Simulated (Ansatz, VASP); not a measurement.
## Mg2Si3N3 in VASP and in Ansatz

Contents of INCAR:

```
PREC = Accurate
ENCUT = 600
EDIFF = 1E-6
ISMEAR = 0
SIGMA = 0.1
LREAL = False
LASPH = True
NELM = 120
ALGO = Normal
ISIF = 2
LWAVE = False
LCHARG = False
GGA = PE
NBANDS = 26
GGA_COMPAT = False
```

KPOINTS

```
regular mesh
0
Gamma
  4 4 4
```

Contents of POSCAR:

```
Mg2Si3N3
1.0
    2.9668040161     -3.3987123551      0.0000000000
    2.9668040161      3.3987123551      0.0000000000
    0.0000000000      0.0000000000      5.5680548275
Mg Si N
2 3 3
Direct
    0.7509988078      0.7509988078      0.6812016176
    0.2490011922      0.2490011922      0.6812016176
    0.7231645090      0.2768354910      0.2783554346
    0.0000000000      0.0000000000      0.0430399235
    0.2768354910      0.7231645090      0.2783554346
    0.5000000000      0.5000000000      0.1103728691
    0.0000000000      0.5000000000      0.4637365515
    0.5000000000      0.0000000000      0.4637365515
```

Input for Ansatz:

```yaml
crystal:
  lattice:
    - [2.9668040161, -3.3987123551, 0.0]
    - [2.9668040161, 3.3987123551, 0.0]
    - [0.0, 0.0, 5.5680548275]
  atoms:
    - { symbol: Mg, position: [0.7509988078, 0.7509988078, 0.6812016176] }
    - { symbol: Mg, position: [0.2490011922, 0.2490011922, 0.6812016176] }
    - { symbol: Si, position: [0.723164509, 0.276835491, 0.2783554346] }
    - { symbol: Si, position: [0.0, 0.0, 0.0430399235] }
    - { symbol: Si, position: [0.276835491, 0.723164509, 0.2783554346] }
    - { symbol: "N", position: [0.5, 0.5, 0.1103728691] }
    - { symbol: "N", position: [0.0, 0.5, 0.4637365515] }
    - { symbol: "N", position: [0.5, 0.0, 0.4637365515] }
basis:
  ecutwfc: 420
kpoints:
  mp_grid: { grid: [4, 4, 4] }
hamiltonian:
  xc: pbe
scf:
  occupations: { method: gaussian, width: 0.1 }
  lower_state_search: "off"
output:
  forces: true
  stress: true
  eigenvalues: true
```

Alike in both runs: task single point; functional PBE; k mesh 4 × 4 × 4; occupations gaussian, width 0.1 eV; no spin polarisation.

```csv
,VASP,Ansatz
version,VASP 6.6.1,Ansatz 0.2.0
potentials or method,"VASP PAW PBE potentials, release 64 (Mg, Si, N), cutoff 600 eV","scalar-relativistic, plane waves, PAW"
valence electrons in the cell,31,47
```

|  | VASP | Ansatz | Ansatz less VASP |
| --- | --- | --- | --- |
| gap on the k mesh at the Fermi level (eV) | none | none | - |
| pressure (GPa) | -0.2 | 0.0 | +0.21 |
| traceless stress, the component that is largest in VASP (GPa) | -0.19 | -0.21 | -0.024 |
| rms of the force components (eV/Å) | 0.014 | 0.013 | -0.0014 |

Atom by atom the forces differ by 0.008 eV/Å (rms over components). A gap of «none» marks a metal or a gap that the smearing closes. VASP's potentials hold 31 valence electrons a cell and Ansatz's 47, so a difference there can come from the potentials and not from the codes.
